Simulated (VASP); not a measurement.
# SnSe (Fm-3m) in VASP: further runs

SnSe is run at these levels: PBE+D3(BJ); tasks: single point, relaxation of cell and atoms.

Program: VASP 6.6.1. These are calculated values, not measurements. Logs are shortened: lines on timing, memory, paths and dates and some standing lists are left out, and cuts for length are marked.

## (1) The cell of the first run

Symmetry: Fm-3m, No. 225, cubic system. Conventional cell: a = 5.234 Å, b = 5.234 Å, c = 5.234 Å, α = 90.00°, β = 90.00°, γ = 90.00°. Sn (site symmetry m-3m) has 6 Se at 2.62 Å within 3.5 Å. Within 3.5 Å of Se (site symmetry m-3m) lie 6 Sn at 2.62 Å.

## (2) Single point, PBE+D3(BJ)

Contents of INCAR:

```
PREC = Accurate
ENCUT = 520
EDIFF = 1E-6
ISMEAR = 0
SIGMA = 0.01
LREAL = F
LASPH = T
NELM = 80
ALGO = Normal
ISIF = 2
LWAVE = F
LCHARG = T
GGA = PE
IVDW = 12
LELF = T
LVHAR = T
NBANDS = 17
```

Contents of KPOINTS:

```
Automatic mesh
0
Gamma
  10 10 10
```

Contents of POSCAR:

```
SnSe
1.0
    0.0000000000      2.6168768636      2.6168768636
    2.6168768636      0.0000000000      2.6168768636
    2.6168768636      2.6168768636      0.0000000000
Sn Se
1 1
Direct
    0.0000000000      0.0000000000      0.0000000000
    0.5000000000      0.5000000000      0.5000000000
```

Potentials or basis: VASP PAW PBE potentials, release 64 (Sn_d, Se).

Started as:

```
$ cat potpaw_PBE.64/Sn_d/POTCAR potpaw_PBE.64/Se/POTCAR > POTCAR
$ mpirun -np 1 vasp_std > vasp.out
```

OUTCAR:

```text
PREC = Accurate
   ENCUT = 520
   EDIFF = 1E-6
   ISMEAR = 0
   LREAL = F
   LASPH = T
   NELM = 80
   ISIF = 2
   GGA = PE
   IVDW = 12
 IVDW          = 12

 ion  position               nearest neighbor table
   1  0.000  0.000  0.000-   2 2.62   2 2.62   2 2.62   2 2.62   2 2.62   2 2.62
   2  0.500  0.500  0.500-   1 2.62   1 2.62   1 2.62   1 2.62   1 2.62   1 2.62

  LATTYP: Found a face centered cubic cell.
 ALAT       =     5.2337537272

  Lattice vectors:

 A1 = (   0.0000000000,   2.6168768636,   2.6168768636)
 A2 = (   2.6168768636,   0.0000000000,   2.6168768636)
 A3 = (   2.6168768636,   2.6168768636,   0.0000000000)

Analysis of symmetry for initial positions (statically):
=====================================================================
 Subroutine PRICEL returns:
 Original cell was already a primitive cell.

 Routine SETGRP: Setting up the symmetry group for a
 face centered cubic supercell.

 Subroutine GETGRP returns: Found 48 space group operations
 (whereof 48 operations were pure point group operations)
 out of a pool of 48 trial point group operations.

The static configuration has the point symmetry O_h .

Analysis of symmetry for dynamics (positions and initial velocities):
=====================================================================
 Subroutine PRICEL returns:
 Original cell was already a primitive cell.

 Routine SETGRP: Setting up the symmetry group for a
 face centered cubic supercell.

 Subroutine GETGRP returns: Found 48 space group operations
 (whereof 48 operations were pure point group operations)
 out of a pool of 48 trial point group operations.

The dynamic configuration has the point symmetry O_h .

 Subroutine INISYM returns: Found 48 space group operations
 (whereof 48 operations are pure point group operations),
 and found     1 'primitive' translations

----------------------------------------------------------------------------------------

                                     Primitive cell

  volume of cell :      35.8410

  direct lattice vectors                    reciprocal lattice vectors
     0.000000000  2.616876864  2.616876864    -0.191067454  0.191067454  0.191067454
     2.616876864  0.000000000  2.616876864     0.191067454 -0.191067454  0.191067454
     2.616876864  2.616876864  0.000000000     0.191067454  0.191067454 -0.191067454

  length of vectors
     3.700822752  3.700822752  3.700822752     0.330938538  0.330938538  0.330938538

  position of ions in fractional coordinates (direct lattice)
     0.000000000  0.000000000  0.000000000
     0.500000000  0.500000000  0.500000000

  ion indices of the primitive-cell ions
   primitive index   ion index
                 1           1
                 2           2

----------------------------------------------------------------------------------------

 KPOINTS: Automatic mesh

Automatic generation of k-mesh.
 Grid dimensions read from file:
 generate k-points for:   10   10   10

 Generating k-lattice:

  Cartesian coordinates                     Fractional coordinates (reciprocal lattice)
    -0.019106745  0.019106745  0.019106745     0.100000000  0.000000000  0.000000000
     0.019106745 -0.019106745  0.019106745     0.000000000  0.100000000  0.000000000
     0.019106745  0.019106745 -0.019106745     0.000000000  0.000000000  0.100000000

  Length of vectors
     0.033093854  0.033093854  0.033093854

  Shift w.r.t. Gamma in fractional coordinates (k-lattice)
     0.000000000  0.000000000  0.000000000

 Subroutine IBZKPT returns following result:
 ===========================================

 Found     47 irreducible k-points:

 Following reciprocal coordinates:
            Coordinates               Weight
  0.000000  0.000000  0.000000      1.000000
  0.100000  0.000000  0.000000      8.000000
  0.200000  0.000000  0.000000      8.000000
  0.300000  0.000000  0.000000      8.000000
  0.400000  0.000000  0.000000      8.000000
  0.500000  0.000000  0.000000      4.000000
[... 16 lines left out ...]
  0.300000  0.300000  0.000000      6.000000
  0.400000  0.300000  0.000000     24.000000
 [... further k-points ...]
   k-points           NKPTS =     47   k-points in BZ     NKDIM =     47   number of bands    NBANDS=     17
   number of dos      NEDOS =    301   number of ions     NIONS =      2
   total plane-waves  NPLWV =  21952
   dimension x,y,z NGX =    28 NGY =   28 NGZ =   28
   dimension x,y,z NGXF=    56 NGYF=   56 NGZF=   56
   ions per type =               1   1
   NGX,Y,Z   is equivalent  to a cutoff of  12.58, 12.58, 12.58 a.u.
   NGXF,Y,Z  is equivalent  to a cutoff of  25.16, 25.16, 25.16 a.u.
 SYSTEM =  unknown system
   PREC   = accura    normal or accurate (medium, high low for compatibility)
   ISTART =      0    job   : 0-new  1-cont  2-samecut
   ICHARG =      2    charge: 1-file 2-atom 10-const
   ISPIN  =      1    spin polarized calculation?
   LNONCOLLINEAR =      F non collinear calculations
   LSORBIT =      F    spin-orbit coupling
   LASPH  =      T    aspherical Exc in radial PAW
   ENCUT  =  520.0 eV  38.22 Ry    6.18 a.u.   6.88  6.88  6.88*2*pi/ulx,y,z
   NELM   =     80;   NELMIN=  2; NELMDL= -5     # of ELM steps
   EDIFF  = 0.1E-05   stopping-criterion for ELM
   LREAL  =      F    real-space projection
   EDIFFG = 0.1E-04   stopping-criterion for IOM
   NSW    =      0    number of steps for IOM
   IBRION =     -1    ionic relax: 0-MD 1-quasi-New 2-CG
   NFREE  =      0    steps in history (QN), initial steepest desc. (CG)
   ISIF   =      2    stress and relaxation
   ISYM   =      2    0-nonsym 1-usesym 2-fastsym
   POTIM  = 0.5000    time-step for ionic-motion
   TEBEG  =    0.0;   TEEND  =   0.0 temperature during run
   PSTRESS=    0.0 pullay stress
   NELECT =      20.0000    total number of electrons
   NUPDOWN=      -1.0000    fix difference up-down
   EMIN   =  10.00;   EMAX   =-10.00  energy-range for DOS
   EFERMI =   0.00;   METHOD = LEGACY
   ISMEAR =     0;   SIGMA  =   0.01  broadening in eV -4-tet -1-fermi 0-gaus
   EFERMI_NEDOS =   21; number of points for ismear=-14 and -15
   IALGO  =     38    algorithm
   IMIX   =      4    mixing-type and parameters
     AMIX     =   0.40;   BMIX     =  1.00
     AMIX_MAG =   1.60;   BMIX_MAG =  1.00
  volume/ion in A,a.u.               =      17.92       120.93
  Fermi-wavevector in a.u.,A,eV,Ry     =   1.347798  2.546969 24.715800  1.816560
  Thomas-Fermi vector in A             =   2.475519
   LORBIT       =      0    0 simple, 1 ext, 2 COOP (PROOUT), +10 PAW based schemes
   GGA     = PE    functional components
   LHFCALC =     F    Hartree Fock is set to
   AEXX    =    0.0000 exact exchange contribution
   IVDW    =    12    specifies the selected vdW correction
   LEPSILON=     F    determine dielectric tensor
   LRPA    =     F    only Hartree local field effects (RPA)
 non-spin polarized calculation
 Gauss-broadening in eV      SIGMA  =   0.01
  energy-cutoff  :      520.00
  volume of cell :       35.84
 maximum number of plane-waves:       982
   NGX = 13   NGY = 13   NGZ = 13

 number of electron      20.0000008 magnetization

 Free energy of the ion-electron system (eV)
  ---------------------------------------------------
  ext. energy  EPLUGINS =         0.00000000
  ---------------------------------------------------
  free energy    TOTEN  =        -5.91446213 eV

  energy without entropy =       -5.91446212  energy(sigma->0) =       -5.91446212

 E-fermi :  11.8928     XC(G=0): -11.6505

 val. band max:       11.8613244514   @ k =  -0.2000   0.2000   0.0000
 cond. band min:      11.9252600863   @ k =  -0.4000   0.2000   0.1000
 fundamental gap:      0.0639356350
 Fermi energy:        11.8927734736

 k-point     1 :       0.0000    0.0000    0.0000
  band No.  band energies     occupation
      1     -10.7027      2.00000
      2     -10.7027      2.00000
      3     -10.6726      2.00000
      4     -10.6726      2.00000
      5     -10.6726      2.00000
      6      -6.2950      2.00000
[... 9 lines left out ...]
     16      17.3286      0.00000
     17      18.4984      0.00000

 k-point     2 :       0.1000    0.0000    0.0000
  band No.  band energies     occupation
      1     -10.7068      2.00000
      2     -10.7068      2.00000
      3     -10.6725      2.00000
      4     -10.6676      2.00000
      5     -10.6676      2.00000
      6      -6.1595      2.00000
[... 9 lines left out ...]
     16      17.3305      0.00000
     17      19.8346      0.00000

 k-point     3 :       0.2000    0.0000    0.0000
  band No.  band energies     occupation
      1     -10.7198      2.00000
      2     -10.7198      2.00000
      3     -10.6725      2.00000
      4     -10.6520      2.00000
      5     -10.6520      2.00000
      6      -5.7647      2.00000
[... 9 lines left out ...]
     16      17.8345      0.00000
     17      22.3905      0.00000

 k-point     4 :       0.3000    0.0000    0.0000
  band No.  band energies     occupation
      1     -10.7372      2.00000
      2     -10.7372      2.00000
      3     -10.6732      2.00000
      4     -10.6314      2.00000
      5     -10.6314      2.00000
      6      -5.1591      2.00000
[... 9 lines left out ...]
     16      19.0974      0.00000
     17      25.3881      0.00000
[... 343 lines left out ...]
      1     -10.7468      2.00000
      2     -10.7408      2.00000
      3     -10.6659      2.00000
      4     -10.6381      2.00000
      5     -10.6294      2.00000
      6      -4.9246      2.00000
[... 9 lines left out ...]
     16      22.0954      0.00000
     17      22.5485      0.00000

 k-point    23 :       0.3000    0.3000    0.0000
  band No.  band energies     occupation
      1     -10.8429      2.00000
      2     -10.7002      2.00000
      3     -10.6768      2.00000
      4     -10.6131      2.00000
      5     -10.6131      2.00000
      6      -4.6657      2.00000
[... 9 lines left out ...]
     16      22.9242      0.00000
     17      22.9242      0.00000

 k-point    24 :       0.4000    0.3000    0.0000
  band No.  band energies     occupation
      1     -10.8737      2.00000
      2     -10.7008      2.00000
      3     -10.6793      2.00000
      4     -10.6034      2.00000
      5     -10.5987      2.00000
      6      -4.0948      2.00000
[... 9 lines left out ...]
     16      23.5731      0.00000
     17      24.2121      0.00000

 [... further k-points ...]

------------------------ aborting loop because EDIFF is reached ----------------------------------------

 Edisp (eV)   -1.08315

 E8    (eV) :    -0.4859

  FORCE on cell =-STRESS in cart. coord.  units (eV):
  Direction    XX          YY          ZZ          XY          YZ          ZX
  --------------------------------------------------------------------------------------
  -------------------------------------------------------------------------------------
  Total      11.24754    11.24754    11.24754     0.00000     0.00000    -0.00000
  in kB     502.79181   502.79181   502.79181     0.00000     0.00000    -0.00000
  external pressure =      502.79 kB  Pullay stress =        0.00 kB

 VOLUME and BASIS-vectors are now :
 -----------------------------------------------------------------------------
  energy-cutoff  :      520.00
  volume of cell :       35.84
      direct lattice vectors                 reciprocal lattice vectors
     0.000000000  2.616876864  2.616876864    -0.191067454  0.191067454  0.191067454
     2.616876864  0.000000000  2.616876864     0.191067454 -0.191067454  0.191067454
     2.616876864  2.616876864  0.000000000     0.191067454  0.191067454 -0.191067454

 POSITION                                       TOTAL-FORCE (eV/Angst)
 -----------------------------------------------------------------------------------
      0.00000      0.00000      0.00000         0.000000      0.000000     -0.000000
      2.61688      2.61688      2.61688         0.000000      0.000000      0.000000
 -----------------------------------------------------------------------------------
    total drift:                               -0.000000      0.000000      0.000000

  FREE ENERGIE OF THE ION-ELECTRON SYSTEM (eV)
  ---------------------------------------------------
  free  energy   TOTEN  =        -6.9976116787 eV

  energy  without entropy=       -6.9976116718  energy(sigma->0) =       -6.99761168
```

It took 11 s on 1 thread of Intel Xeon 6975P-C (Granite Rapids), shared host; peak memory 0.18 GiB.

Results:

| Property | Result |
| --- | --- |
| Free energy | -6.9976 eV |
| Pressure | 50.3 GPa |
| Band gap on the k mesh | 0.06 eV, indirect (least direct gap 0.64 eV) |
| Dispersion energy per atom | -0.542 eV |

Levels at points of the mesh, in eV from the valence-band top:
```csv
k point,band 7,band 8,band 9,band 10,band 11,band 12,band 13,band 14
"(0.00, 0.00, 0.00)",-4.12,-4.12,-4.12,-3.58,4.68,4.68,4.68,5.47
"(0.50, 0.00, 0.00)",-11.54,-3.65,-3.65,-0.98,0.17,0.17,2.15,9.11
"(0.50, 0.50, 0.00)",-9.54,-6.79,-6.56,-6.56,0.75,7.56,7.56,8.47
```

Caveat: spin-orbit coupling is left out, which moves the levels of the heavy elements. A k mesh can miss the band edges.

## (3) Single point, PBE+D3(BJ)

Contents of INCAR:

```
PREC = Accurate
ENCUT = 520
EDIFF = 1E-7
ISMEAR = -4
SIGMA = 0.05
LREAL = F
LASPH = T
NELM = 60
ALGO = Normal
ISIF = 2
LWAVE = F
LCHARG = F
GGA = PE
IVDW = 12
NBANDS = 17
```

Contents of KPOINTS:

```
regular mesh
0
Gamma
  10 10 10
```

Contents of POSCAR:

```
SnSe
1.0
    0.0000000000      2.6168769284      2.6168769284
    2.6168769284      0.0000000000      2.6168769284
    2.6168769284      2.6168769284      0.0000000000
Sn Se
1 1
Direct
    0.0000000000      0.0000000000      0.0000000000
    0.5000000000      0.5000000000      0.5000000000
```

Potentials or basis: VASP PAW PBE potentials, release 64 (Sn_d, Se).

Started as:

```
$ cat potpaw_PBE.64/Sn_d/POTCAR potpaw_PBE.64/Se/POTCAR > POTCAR
$ mpirun -np 1 vasp_std > vasp.out
```

Run time: 13 s. Hardware: 1 thread of Intel Xeon 6975P-C (Granite Rapids), shared host; peak memory 0.18 GiB.

It converged, with:

| Property | Result |
| --- | --- |
| Free energy | -6.9976 eV |
| Pressure | 50.2 GPa |
| Band gap on the k mesh | 0.06 eV, indirect (least direct gap 0.64 eV) |
| Dispersion energy per atom | -0.542 eV |

Levels at points of the mesh, in eV from the valence-band top:
| k point | band 7 | band 8 | band 9 | band 10 | band 11 | band 12 | band 13 | band 14 |
| --- | --- | --- | --- | --- | --- | --- | --- | --- |
| (0.00, 0.00, 0.00) | -4.12 | -4.12 | -4.12 | -3.58 | 4.68 | 4.68 | 4.68 | 5.47 |
| (0.50, 0.00, 0.00) | -11.54 | -3.65 | -3.65 | -0.98 | 0.17 | 0.17 | 2.15 | 9.11 |
| (0.50, 0.50, 0.00) | -9.54 | -6.79 | -6.56 | -6.56 | 0.75 | 7.56 | 7.56 | 8.47 |

Caveat: spin-orbit coupling is left out, which moves the levels of the heavy elements. A k mesh can miss the band edges.

[end of part 1 of 2]
